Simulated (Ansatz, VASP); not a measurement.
## Ge: VASP beside Ansatz

Contents of INCAR:

```
  ALGO = Normal
  EDIFF = 1E-7
  ENCUT = 520
  GGA = PS
  ISIF = 2
  ISMEAR = 0
  LASPH = True
  LCHARG = False
  LREAL = False
  LWAVE = False
  NBANDS = 13
  NELM = 60
  PREC = Accurate
  SIGMA = 0.15
```

File KPOINTS:

```
k-points
0
Gamma
  20 20 18
```

Contents of POSCAR:

```
Ge
1.0
    1.3761917650     -2.6005160000      0.0000000000
    1.3761917650      2.6005160000      0.0000000000
    0.0000000000      0.0000000000      2.6982310000
Ge
1
Direct
    0.5000000000      0.5000000000      0.0000000000
```

Input for Ansatz:

```yaml
crystal:
  lattice:
    - [1.376191765, -2.600516, 0.0]
    - [1.376191765, 2.600516, 0.0]
    - [0.0, 0.0, 2.698231]
  atoms:
    - { symbol: Ge, position: [0.5, 0.5, 0.0] }
basis:
  ecutwfc: 420
kpoints:
  mp_grid: { grid: [20, 20, 18] }
hamiltonian:
  xc: pbesol
scf:
  occupations: { method: gaussian, width: 0.15 }
output:
  forces: true
  stress: true
  eigenvalues: true
```

Change from the starting cell: strain -0.0150 x Voigt [1, 0, 0, 0, 0, 0], atoms carried along.

Alike in both runs: task single point; functional PBEsol; k mesh 20 × 20 × 18; occupations gaussian, width 0.15 eV; no spin polarisation.

```csv
,VASP,Ansatz
version,VASP 6.6.1,Ansatz 0.2.0
potentials or method,"VASP PAW PBE potentials, release 64 (Ge_d), cutoff 520 eV","scalar-relativistic, plane waves, PAW"
valence electrons in the cell,14,14
```

Ansatz gave:

| Quantity | Value |
| --- | --- |
| gap on the k mesh at the Fermi level (eV) | none |
| pressure (GPa) | -3.1 |
| traceless stress, the component that is largest in VASP (GPa) | 2.00 |

Question: What did VASP give for the same quantities?

Answer: gap on the k mesh at the Fermi level (eV): none; pressure (GPa): -3.2; traceless stress, the component that is largest in VASP (GPa): 2.01.

VASP's potentials were made for PBE, not for PBEsol. A gap of «none» marks a metal or a gap that the smearing closes.
